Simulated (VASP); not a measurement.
Crystal: Mg.

```
Mg
1.0
     3.17683    0.00000    0.00000
    -1.58841    2.75121    0.00000
     0.00000    0.00000   10.31886
Mg
4
Direct
  0.66667 0.33333 0.75000
  0.00000 0.00000 0.50000
  0.33333 0.66667 0.25000
  0.00000 0.00000 0.00000
```

* Program: VASP 6.6.1
* Task: relaxation of cell and atoms
* Functional: RPBE
* Potentials or basis: VASP PAW PBE potentials, release 64 (Mg)
* Cutoff: 600 eV
* k mesh: 10 × 10 × 3
* Occupations: fermi-dirac, width 0.05 eV
* Spin: no spin polarisation

At the start: pressure 1.9 GPa; volume 22.55 Å³/atom.

Question: How do energy, volume and symmetry change on relaxing?

Answer: Over 6 steps the energy falls by 7.5 meV/atom and the volume is 23.76 Å³/atom (+5.4 %); space group P6_3/mmc (No. 194, to 0.05 Å).

The path:
| step | energy change (eV) | largest force (eV/Å) | pressure (GPa) | volume (Å³) |
| --- | --- | --- | --- | --- |
| 1 | 0.0000 | 0.0000 | 1.91 | 90.19 |
| 2 | -0.0270 | 0.0000 | 0.44 | 93.75 |
| 3 | -0.0290 | 0.0000 | -0.09 | 95.18 |
| 4 | -0.0290 | 0.0000 | -0.05 | 95.08 |
| 5 | -0.0299 | 0.0000 | -0.05 | 95.07 |
| 6 | -0.0301 | 0.0000 | -0.04 | 95.05 |

Final structure:
```
Mg
1.0
     3.21618    0.00000    0.00000
    -1.60809    2.78529    0.00000
     0.00000    0.00000   10.61096
Mg
4
Direct
  0.66667 0.33333 0.75000
  0.00000 0.00000 0.50000
  0.33333 0.66667 0.25000
  0.00000 0.00000 0.00000
```

Caveat: the PAW data sets were made with another functional, which shifts forces and pressure a little.
